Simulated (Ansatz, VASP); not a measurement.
# One calculation of Ti, two programs

```
CELL_PARAMETERS angstrom
0.00000 2.14057 2.00053
2.07055 0.00000 2.00053
2.07055 2.14057 0.00000
ATOMIC_POSITIONS crystal
Ti 0.00000 0.00000 0.00000
```

Change from the starting cell: normal strain along x +0.0350, normal strain along y +0.0700.

Alike in both runs: task single point; functional LDA; k mesh 20 × 20 × 20; occupations gaussian, width 0.15 eV; no spin polarisation.

|  | VASP | Ansatz |
| --- | --- | --- |
| version | VASP 6.6.1 | Ansatz 0.2.0 |
| potentials or method | VASP PAW LDA potentials, release 64 (Ti_sv), cutoff 520 eV | scalar-relativistic, plane waves, PAW |
| valence electrons in the cell | 12 | 12 |

```csv
,VASP,Ansatz,Ansatz less VASP
gap on the k mesh at the Fermi level (eV),none,none,-
pressure (GPa),-10.7,-10.4,+0.30
"traceless stress, the component that is largest in VASP (GPa)",1.02,1.02,+0.007
```

Ansatz warns that its potentials were made for another functional, while VASP's fit it. LDA's correlation is that of Perdew and Zunger in VASP and of Perdew and Wang (1992) in Ansatz. A gap of «none» marks a metal or a gap that the smearing closes.
